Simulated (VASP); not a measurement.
**Ni: single point with r2SCAN**

The system is Ni.

```xyz
1
Lattice="0.0000 1.6904 1.6904 1.6904 0.0000 1.6904 1.6904 1.6904 0.0000" Properties=species:S:1:pos:R:3 pbc="T T T"
Ni    0.0000    0.0000    0.0000
```

```
Program                : VASP 6.6.1
Task                   : single point
Functional             : r2SCAN
Potentials or basis    : VASP PAW PBE potentials, release 64 (Ni)
Cutoff                 : 520 eV
k mesh                 : 25 × 25 × 25
Occupations            : fermi-dirac, width 0.05 eV
Spin                   : collinear spin, ferromagnetic start
Starting moments       : [0.807] μB
Dipole correction      : no
Further INCAR settings : ALGO = Normal; EDIFF = 1e-06; NBANDS = 15
```

* Pressure: 23.3 GPa
* Net moment: 0.68 μB per cell
* Site moments: Ni +0.69 μB
* Valence electrons inside the program's atomic spheres: Ni 9.59

Levels at points of the mesh, in eV from the Fermi level:
Spin up:
| k point | band 1 | band 2 | band 3 | band 4 | band 5 | band 6 | band 7 | band 8 | band 9 | band 10 |
| --- | --- | --- | --- | --- | --- | --- | --- | --- | --- | --- |
| (0.00, 0.00, 0.00) | -10.28 | -3.22 | -3.22 | -3.22 | -1.73 | -1.73 | 25.59 | 30.72 | 30.72 | 30.72 |
Spin down:
| k point | band 2 | band 3 | band 4 | band 5 | band 6 | band 7 | band 8 | band 9 |
| --- | --- | --- | --- | --- | --- | --- | --- | --- |
| (0.00, 0.00, 0.00) | -1.98 | -1.98 | -1.98 | -1.00 | -1.00 | 25.36 | 30.82 | 30.82 |

It took 5.2 min on 1 thread of AMD EPYC 9R45 96-Core Processor (Zen 5), on a shared host, peak memory 0.18 GiB.

Caveat: the cell stands under pressure; the PAW data sets were made with another functional, which shifts forces and pressure a little.
